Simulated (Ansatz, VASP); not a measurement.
# HfSiO4 in VASP and in Ansatz

```
Hf Si O
1.0
    -3.31975    3.31975    3.00626
     3.31975   -3.31975    3.00626
     3.31975    3.31975   -3.00626
Hf Si O
2 2 8
Cartesian
  0.0000 0.0000 0.0000
  0.0000 3.3198 1.5031
  3.3198 0.0000 1.5031
  0.0000 0.0000 3.0063
  3.3198 2.0947 -1.0864
  4.5449 0.0000 0.4167
  2.0947 0.0000 0.4167
  0.0000 1.2251 1.9199
  2.0947 3.3198 1.0864
  3.3198 1.2251 2.5895
  3.3198 -1.2251 2.5895
  1.2251 0.0000 4.0927
```

Alike in both runs: functional PBE; k mesh 4 × 4 × 4; occupations gaussian, width 0.1 eV; no spin polarisation.

Ansatz relaxed the structure, and its values are those at the end. VASP's run is a single point on that final structure, the one shown.

|  | VASP | Ansatz |
| --- | --- | --- |
| version | VASP 6.6.1 | Ansatz 0.2.0 |
| potentials or method | VASP PAW PBE potentials, release 64 (Hf_pv, Si, O), cutoff 520 eV | scalar-relativistic, plane waves, PAW |
| valence electrons in the cell | 76 | 108 |

```tsv
	VASP	Ansatz	Ansatz less VASP
gap on the k mesh at the Fermi level (eV)	5.28	5.34	+0.057
least direct gap on the mesh (eV)	5.62	5.68	+0.061
pressure (GPa)	-1.2	0.4	+1.60
rms of the force components (eV/Å)	0.090	0.013	-0.0772
```

VASP's potentials hold 76 valence electrons a cell and Ansatz's 108, so a difference there can come from the potentials and not from the codes.

Neither program's run includes spin-orbit coupling.
